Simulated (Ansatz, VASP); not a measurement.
**Ag in VASP and in Ansatz**

Contents of INCAR:

```
  PREC = Accurate
  ENCUT = 520
  EDIFF = 1E-6
  ISMEAR = 0
  SIGMA = 0.15
  LREAL = F
  LASPH = T
  NELM = 80
  ALGO = Fast
  ISIF = 2
  LWAVE = F
  LCHARG = T
  GGA = PS
  LELF = T
  LVHAR = T
  NBANDS = 42
```

KPOINTS

```
regular mesh
0
Gamma
  24 24 5
```

File POSCAR:

```
Ag
1.0
   -2.8670626753      0.0000000000      0.0000000000
   -1.4335313377     -2.4829491111      0.0000000000
    0.0000000000      0.0000000000     14.8221448197
Ag
6
Direct
    0.3333333333      0.3333333333      0.7120342034
    0.3333333333      0.3333333333      0.0791008463
    0.3333333333      0.3333333333      0.3955675248
    0.6666666667      0.6666666667      0.8702675426
    0.6666666667      0.6666666667      0.2373341856
    0.6666666667      0.6666666667      0.5538008641
```

Input for Ansatz:

```yaml
crystal:
  lattice:
    - [-2.8670626753, 0.0, 0.0]
    - [-1.4335313377, -2.4829491111, 0.0]
    - [0.0, 0.0, 14.8221448197]
  atoms:
    - { symbol: Ag, position: [0.3333333333, 0.3333333333, 0.7120342034] }
    - { symbol: Ag, position: [0.3333333333, 0.3333333333, 0.0791008463] }
    - { symbol: Ag, position: [0.3333333333, 0.3333333333, 0.3955675248] }
    - { symbol: Ag, position: [0.6666666667, 0.6666666667, 0.8702675426] }
    - { symbol: Ag, position: [0.6666666667, 0.6666666667, 0.2373341856] }
    - { symbol: Ag, position: [0.6666666667, 0.6666666667, 0.5538008641] }
basis:
  ecutwfc: 420
kpoints:
  mp_grid: { grid: [24, 24, 5] }
hamiltonian:
  xc: pbesol
scf:
  occupations: { method: gaussian, width: 0.15 }
output:
  forces: true
  stress: true
  eigenvalues: true
  write_density: true
  write_potential: true
  elf: true
  volumetric_format: npy
```

Alike in both runs: task single point; functional PBEsol; k mesh 24 × 24 × 5; occupations gaussian, width 0.15 eV; no spin polarisation.

```csv
,VASP,Ansatz
version,VASP 6.6.1,Ansatz 0.2.0
potentials or method,"VASP PAW PBE potentials, release 64 (Ag), cutoff 520 eV","scalar-relativistic, plane waves, PAW"
valence electrons in the cell,66,114
```

```tsv
	VASP	Ansatz	Ansatz less VASP
gap on the k mesh at the Fermi level (eV)	none	none	-
pressure (GPa)	-2.4	-2.2	+0.20
traceless stress, the component that is largest in VASP (GPa)	-0.82	-0.82	-0.005
rms of the force components (eV/Å)	0.175	0.178	+0.0032
```

VASP's potentials were made for PBE, not for PBEsol. Atom by atom the forces differ by 0.003 eV/Å (rms over components). A gap of «none» marks a metal or a gap that the smearing closes. VASP's potentials hold 66 valence electrons a cell and Ansatz's 114, so a difference there can come from the potentials and not from the codes.
